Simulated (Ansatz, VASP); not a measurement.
**One calculation of BN, two programs**

```xyz
2
Lattice="0.0000 1.8130 1.8130 1.8130 0.0000 1.8130 1.8130 1.8130 0.0000" Properties=species:S:1:pos:R:3 pbc="T T T"
B     0.0000    0.0000    0.0000
N     2.7195    2.7195    2.7195
```

Alike in both runs: task single point; functional r2SCAN; k mesh 12 × 12 × 12; occupations gaussian, width 0.05 eV; no spin polarisation.

```csv
,VASP,Ansatz
version,VASP 6.6.1,Ansatz 0.2.0
potentials or method,"VASP PAW PBE potentials, release 64 (B_h, N_h), cutoff 910 eV","scalar-relativistic, plane waves, PAW"
valence electrons in the cell,8,8
```

```tsv
	VASP	Ansatz	Ansatz less VASP
gap on the k mesh at the Fermi level (eV)	4.98	4.99	+0.005
least direct gap on the mesh (eV)	9.50	9.52	+0.016
```

VASP's potentials were made for PBE, not for r2SCAN.

Noted on VASP's run: the cutoff is short for stress, so the pressure is rough.
